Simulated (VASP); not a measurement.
A run of VASP 6.6.1 is set up as follows.

File INCAR:

```
SYSTEM = KF
ALGO = Normal
EDIFF = 1E-7
ENCUT = 520
GGA = PE
ISIF = 2
ISMEAR = 0
LASPH = .TRUE.
LCHARG = .TRUE.
LELF = .TRUE.
LREAL = .FALSE.
LVHAR = .TRUE.
LWAVE = .FALSE.
NBANDS = 24
NELM = 60
PREC = Accurate
SIGMA = 0.01
```

File KPOINTS:

```
k-points
0
G
  6 6 4
  0 0 0
```

The input POSCAR:

```
KF
1.0
    3.6599347861      0.0000000000      0.0000000000
   -1.8299673931      3.1695965009      0.0000000000
    0.0000000000      0.0000000000      6.4788135034
K F
2 2
Direct
    0.0000000000      0.0000000000      0.0000000000
    0.0000000000      0.0000000000      0.5000000000
    0.3333333333      0.6666666667      0.2500000000
    0.6666666667      0.3333333333      0.7500000000
```

Potentials or basis: VASP PAW PBE potentials, release 64 (K_sv, F).

Launch:

```bash
$ cat potpaw_PBE.64/K_sv/POTCAR potpaw_PBE.64/F/POTCAR > POTCAR
$ mpirun -np 1 vasp_std > vasp.out
```

Problem. What does it give for the pressure?

Solution. 2.1 GPa.

Problem. Estimate the band gap on the k mesh.

Solution. 6.19 eV.

Stress tensor (GPa, compression positive):
```
1.97 0.00 0.00
0.00 1.97 0.00
0.00 0.00 2.24
```

A k mesh can miss the band edges.
